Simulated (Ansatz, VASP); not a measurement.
Ti: VASP beside Ansatz

```xyz
2
Lattice="2.9500 0.0000 0.0000 -1.4750 2.5548 0.0000 0.0000 0.0000 4.6860" Properties=species:S:1:pos:R:3 pbc="T T T"
Ti    0.0000    1.7032    1.1715
Ti    1.4750    0.8516    3.5145
```

Alike in both runs: task single point; functional PBE; k mesh 14 × 14 × 8; occupations tetrahedron; no spin polarisation.

```csv
,VASP,Ansatz
version,VASP 6.6.1,Ansatz 0.2.0
potentials or method,"VASP PAW PBE potentials, release 64 (Ti_sv), cutoff 520 eV","all-electron LAPW, scalar-relativistic"
```

```tsv
	VASP	Ansatz	Ansatz less VASP
pressure (GPa)	-1.9	-1.7	+0.25
traceless stress, the component that is largest in VASP (GPa)	-0.20	-0.20	+0.001
```

Ansatz ran all-electron here, and VASP with PAW potentials. Ansatz's warnings: band table not solved further, tetrahedron derivatives may miss energy slope.
